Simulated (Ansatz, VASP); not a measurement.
## Mg5O in VASP and in Ansatz

```
Mg O
1.0
     3.13681    0.00000    0.00000
    -1.56841    2.71656    0.00000
     0.00000    0.00000   12.82168
Mg O
5 1
Direct
  0.33333 0.66667 0.09569
  0.66667 0.33333 0.90431
  0.00000 0.00000 0.50000
  0.33333 0.66667 0.70272
  0.66667 0.33333 0.29728
  0.00000 0.00000 0.00000
```

Alike in both runs: functional PBE; k mesh 6 × 6 × 2; occupations gaussian, width 0.2 eV; no spin polarisation.

Ansatz relaxed the structure, and its values are those at the end. VASP's run is a single point on that final structure, the one shown.

```csv
,VASP,Ansatz
version,VASP 6.6.1,Ansatz 0.2.0
potentials or method,"VASP PAW PBE potentials, release 64 (Mg, O), cutoff 520 eV","scalar-relativistic, plane waves, PAW"
valence electrons in the cell,16,56
```

VASP gave:

- gap on the k mesh at the Fermi level (eV): none
- pressure (GPa): 0.3
- rms of the force components (eV/Å): 0.016

Q: Which values does Ansatz return?

A: gap on the k mesh at the Fermi level (eV): none; pressure (GPa): 0.5; rms of the force components (eV/Å): 0.021.

A gap of «none» marks a metal or a gap that the smearing closes. With one functional, cell and mesh, what is left measures potentials, basis and numerics. VASP's potentials hold 16 valence electrons a cell and Ansatz's 56, so a difference there can come from the potentials and not from the codes.

The k mesh is coarse, so the values compare programs but aren't converged.
